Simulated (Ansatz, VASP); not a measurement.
# GaN in VASP and in Ansatz

```
CELL_PARAMETERS angstrom
0.00000 2.27377 2.27377
2.27377 0.00000 2.27377
2.27377 2.27377 0.00000
ATOMIC_POSITIONS crystal
Ga 0.00000 0.00000 0.00000
N 0.75000 0.75000 0.75000
```

Alike in both runs: task single point; functional PBE; k mesh 6 × 6 × 6; no spin polarisation.

|  | VASP | Ansatz |
| --- | --- | --- |
| version | VASP 6.6.1 | Ansatz 0.2.0 |
| potentials or method | VASP PAW PBE potentials, release 64 (Ga_d, N), cutoff 600 eV | plane waves, PAW |
| occupations | gaussian, width 0.01 eV | fixed |
| valence electrons in the cell | 18 | 18 |

|  | VASP | Ansatz | Ansatz less VASP |
| --- | --- | --- | --- |
| pressure (GPa) | 0.0 | 0.0 | +0.03 |
